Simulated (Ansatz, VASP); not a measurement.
Two plane-wave programs on BN

```
CELL_PARAMETERS angstrom
2.78569 0.00000 0.00000
-1.39285 2.41248 0.00000
0.00000 0.00000 6.66120
ATOMIC_POSITIONS crystal
B 0.33333 0.66667 0.25000
B 0.66667 0.33333 0.75000
N 0.33333 0.66667 0.75000
N 0.66667 0.33333 0.25000
```

Change from the starting cell: strain +0.1125 x Voigt [1, 1, 0, 0, 0, 0], atoms carried along.

Alike in both runs: task single point; functional r2SCAN; k mesh 12 × 12 × 4; occupations gaussian, width 0.05 eV; no spin polarisation.

```csv
,VASP,Ansatz
version,VASP 6.6.1,Ansatz 0.2.0
potentials or method,"VASP PAW PBE potentials, release 64 (B, N), cutoff 520 eV","scalar-relativistic, plane waves, PAW"
valence electrons in the cell,16,16
```

|  | VASP | Ansatz | Ansatz less VASP |
| --- | --- | --- | --- |
| gap on the k mesh at the Fermi level (eV) | 4.21 | 4.19 | -0.018 |
| least direct gap on the mesh (eV) | 4.43 | 4.41 | -0.017 |
| pressure (GPa) | -48.9 | -49.0 | -0.12 |
| traceless stress, the component that is largest in VASP (GPa) | 48.83 | 49.12 | +0.291 |

VASP's potentials were made for PBE, not for r2SCAN. Both programs put the cell under strong tension, so it lies far from rest at this level.

Noted on VASP's run: the cell as given lies far from equilibrium.
